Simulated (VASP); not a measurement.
# YN (Fm-3m) in VASP: further runs, part 2 of 2

VASP 6.6.1. The steps go on from the part before.

**4. Electric field gradients, LDA (14.36 Å³/atom)**

This run uses another cell than the first one, of 14.36 Å³/atom.

File INCAR:

```
  ALGO = Normal
  EDIFF = 1E-8
  ENCUT = 520
  GGA_COMPAT = F
  ISIF = 2
  ISMEAR = -1
  LASPH = T
  LCHARG = F
  LEFG = T
  LREAL = F
  LWAVE = F
  NBANDS = 15
  NELM = 120
  PREC = Accurate
  SIGMA = 0.03
```

File KPOINTS:

```
k-points
0
Gamma
  9 9 9
```

File POSCAR:

```
YN
1.0
    0.0000000000      2.4303444207      2.4303444207
    2.4303444207      0.0000000000      2.4303444207
    2.4303444207      2.4303444207      0.0000000000
Y N
1 1
Direct
    0.0000000000      0.0000000000      0.0000000000
    0.5000000000      0.5000000000      0.5000000000
```

Potentials or basis: VASP PAW LDA potentials, release 64 (Y_sv, N).

On the command line:

```
$ cat potpaw_LDA.64/Y_sv/POTCAR potpaw_LDA.64/N/POTCAR > POTCAR
$ mpirun -np 1 vasp_std > vasp.out
```

OUTCAR:

```text
EDIFF = 1E-8
   ENCUT = 520
   ISIF = 2
   ISMEAR = -1
   LASPH = T
   LREAL = F
   NELM = 120
   PREC = Accurate

 ion  position               nearest neighbor table
   1  0.000  0.000  0.000-   2 2.43   2 2.43   2 2.43   2 2.43   2 2.43   2 2.43
   2  0.500  0.500  0.500-   1 2.43   1 2.43   1 2.43   1 2.43   1 2.43   1 2.43

  LATTYP: Found a face centered cubic cell.
 ALAT       =     4.8606888414

  Lattice vectors:

 A1 = (   0.0000000000,   2.4303444207,   2.4303444207)
 A2 = (   2.4303444207,   0.0000000000,   2.4303444207)
 A3 = (   2.4303444207,   2.4303444207,   0.0000000000)

Analysis of symmetry for initial positions (statically):
=====================================================================
 Subroutine PRICEL returns:
 Original cell was already a primitive cell.

 Routine SETGRP: Setting up the symmetry group for a
 face centered cubic supercell.

 Subroutine GETGRP returns: Found 48 space group operations
 (whereof 48 operations were pure point group operations)
 out of a pool of 48 trial point group operations.

The static configuration has the point symmetry O_h .

Analysis of symmetry for dynamics (positions and initial velocities):
=====================================================================
 Subroutine PRICEL returns:
 Original cell was already a primitive cell.

 Routine SETGRP: Setting up the symmetry group for a
 face centered cubic supercell.

 Subroutine GETGRP returns: Found 48 space group operations
 (whereof 48 operations were pure point group operations)
 out of a pool of 48 trial point group operations.

The dynamic configuration has the point symmetry O_h .
[... 165 lines left out ...]
     10       7.1158      0.00000
     11       7.1158      0.00000
     12       8.3452      0.00000
     13       9.1828      0.00000
     14       9.1828      0.00000
[... 401 lines left out ...]
      2     -17.0917      2.00000
      3     -16.5254      2.00000
      4     -16.5254      2.00000
      5      -8.2027      2.00000
      6       2.4225      2.00000
      7       3.6524      2.00000
      8       3.6524      2.00000
      9       4.1581      0.17539
     10      10.9167      0.00000
     11      11.3474      0.00000
     12      11.9845      0.00000
     13      11.9845      0.00000
     14      14.3194      0.00000
     15      15.9552      0.00000

 [... further k-points ...]
[... 5 lines left out ...]
  --------------------------------------------------------------------------------------
  -------------------------------------------------------------------------------------
  Total       -0.7487207     -0.7487207     -0.7487207      0.0000000      0.0000000      0.0000000
  in kB      -41.7827422    -41.7827422    -41.7827422      0.0000000      0.0000000      0.0000000
  external PRESSURE =     -41.7827422 kB  Pullay stress =       0.0000000 kB

 VOLUME and BASIS-vectors are now :
 -----------------------------------------------------------------------------
  energy-cutoff  :      520.00
  volume of cell :       28.71
      direct lattice vectors                 reciprocal lattice vectors
     0.000000000  2.430344421  2.430344421    -0.205732157  0.205732157  0.205732157
     2.430344421  0.000000000  2.430344421     0.205732157 -0.205732157  0.205732157
     2.430344421  2.430344421  0.000000000     0.205732157  0.205732157 -0.205732157

 POSITION                                       TOTAL-FORCE (eV/Angst)
 -----------------------------------------------------------------------------------
      0.00000      0.00000      0.00000         0.000000     -0.000000     -0.000000
      2.43034      2.43034      2.43034        -0.000000      0.000000      0.000000
 -----------------------------------------------------------------------------------
    total drift:                                0.000000      0.000000      0.000000

  FREE ENERGIE OF THE ION-ELECTRON SYSTEM (eV)
  ---------------------------------------------------
  free  energy   TOTEN  =       -19.8774847545 eV

  energy  without entropy=      -19.8772225776  energy(sigma->0) =      -19.87735367

 Electric field gradients (V/A^2)
---------------------------------------------------------------------
 ion       V_xx      V_yy      V_zz      V_xy      V_xz      V_yz
---------------------------------------------------------------------
   1      -0.000    -0.000    -0.000     0.000     0.000     0.000
   2       0.000    -0.000    -0.000     0.000     0.000     0.000
---------------------------------------------------------------------

 Electric field gradients after diagonalization (V/A^2)
 (convention: |V_zz| > |V_xx| > |V_yy|)
----------------------------------------------------------------------
 ion       V_xx      V_yy      V_zz     asymmetry (V_yy - V_xx)/ V_zz
----------------------------------------------------------------------
   1      -0.000    -0.000     0.000       0.000
   2      -0.000    -0.000     0.001       0.000
----------------------------------------------------------------------

           NMR quadrupolar parameters

 Cq : quadrupolar parameter    Cq=e*Q*V_zz/h
 eta: asymmetry parameters     (V_yy - V_xx)/ V_zz
 Q  : nuclear electric quadrupole moment in mb (millibarn)
----------------------------------------------------------------------
 ion       Cq(MHz)       eta       Q (mb)
----------------------------------------------------------------------
   1       0.000       0.000       1.000
   2       0.000       0.000       1.000
----------------------------------------------------------------------
```

OSZICAR:

```text
N       E                     dE             d eps       ncg     rms          rms(c)
DAV:   1     0.517259951505E+02    0.51726E+02   -0.84193E+03  1050   0.107E+03
DAV:   2    -0.206872693576E+02   -0.72413E+02   -0.67509E+02  1394   0.230E+02
DAV:   3    -0.234889840755E+02   -0.28017E+01   -0.27872E+01  1333   0.368E+01
DAV:   4    -0.235316600850E+02   -0.42676E-01   -0.42661E-01  1240   0.459E+00
DAV:   5    -0.235323548755E+02   -0.69479E-03   -0.69479E-03  1302   0.503E-01    0.328E+01
DAV:   6    -0.202398268677E+02    0.32925E+01   -0.88770E+00  1085   0.244E+01    0.356E+01
DAV:   7    -0.199328166655E+02    0.30701E+00   -0.52755E-01  1296   0.578E+00    0.247E+01
DAV:   8    -0.199029359377E+02    0.29881E-01   -0.26740E-01  1533   0.424E+00    0.793E+00
DAV:   9    -0.198775898611E+02    0.25346E-01   -0.29306E-02  1350   0.183E+00    0.133E+00
DAV:  10    -0.198775869437E+02    0.29174E-05   -0.48832E-03  1134   0.602E-01    0.446E-01
DAV:  11    -0.198775092998E+02    0.77644E-04   -0.54279E-04  1253   0.161E-01    0.323E-01
DAV:  12    -0.198774844767E+02    0.24823E-04   -0.51682E-05  1218   0.525E-02    0.432E-02
DAV:  13    -0.198774848929E+02   -0.41626E-06   -0.73972E-07  1254   0.825E-03    0.152E-02
DAV:  14    -0.198774847586E+02    0.13433E-06   -0.14676E-07  1302   0.337E-03    0.143E-03
DAV:  15    -0.198774847545E+02    0.40902E-08   -0.84482E-09   946   0.786E-04
   1 F= -.19877485E+02 E0= -.19877354E+02  d E =-.262177E-03
```

It took 28 s on 1 thread of AMD EPYC 7R43 (Zen 3), shared host; peak memory 0.13 GiB.

What came out:

```
Free energy                             : -19.8775 eV
Pressure                                : -4.2 GPa
Band gap on the k mesh                  : 0.12 eV (least direct gap 0.51 eV)
Largest electric field gradient by atom : zero within the noise of the run
```

Caveat: the cell stands under tension; an odd mesh through Γ misses points on the zone boundary, where band edges can lie.

**5. Summary**

```tsv
cell	gap on the mesh (eV)	pressure (GPa)
a = 3.449 Å, angles 60.0°, 2 atoms	0.13	-5.8
a = 3.414 Å, angles 60.0°, 2 atoms	0.08	-0.7
a = 3.437 Å, angles 60.0°, 2 atoms	0.12	-4.2
```

Alike in all rows: task electric field gradients; level LDA; potentials or basis VASP PAW LDA potentials, release 64 (Y_sv, N); no spin polarisation; k mesh 9 × 9 × 9; cutoff (eV) 520; smearing fermi-dirac 0.03 eV.

Caveats: an odd mesh through Γ misses points on the zone boundary, where band edges can lie; the cell stands under tension (at least some runs).

Total energies depend on the potentials used, so only differences within one code and one set of settings carry meaning.
